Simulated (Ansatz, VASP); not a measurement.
## Two plane-wave programs on Ge2Sb2Te5

```
Ge Sb Te
1.0
     4.60869    0.00000    0.00000
    -2.30434    3.99124    0.00000
     0.00000    0.00000   16.31014
Ge Sb Te
2 2 5
Cartesian
  0.0000 0.0000 5.4039
  0.0000 0.0000 10.9063
  0.0000 2.6608 1.8283
  2.3043 1.3304 14.4818
  0.0000 0.0000 0.0000
  0.0000 2.6608 12.9084
  2.3043 1.3304 3.4017
  0.0000 2.6608 6.6807
  2.3043 1.3304 9.6295
```

Alike in both runs: task single point; functional PBE; k mesh 12 × 12 × 2; occupations gaussian, width 0.03 eV; no spin polarisation.

|  | VASP | Ansatz |
| --- | --- | --- |
| version | VASP 6.6.1 | Ansatz 0.2.0 |
| potentials or method | VASP PAW PBE potentials, release 64 (Ge_d, Sb, Te), cutoff 520 eV | scalar-relativistic, plane waves, PAW |
| valence electrons in the cell | 68 | 138 |

```tsv
	VASP	Ansatz	Ansatz less VASP
gap on the k mesh at the Fermi level (eV)	0.02	0.02	+0.001
least direct gap on the mesh (eV)	0.14	0.13	-0.004
pressure (GPa)	-2.5	-2.5	+0.02
traceless stress, the component that is largest in VASP (GPa)	3.13	3.15	+0.017
rms of the force components (eV/Å)	0.043	0.045	+0.0014
```

Atom by atom the forces differ by 0.004 eV/Å (rms over components). The functional is the same, so the differences come from potentials, cutoffs and numerics. VASP's potentials hold 68 valence electrons a cell and Ansatz's 138, so a difference there can come from the potentials and not from the codes.

Spin-orbit coupling is off throughout.
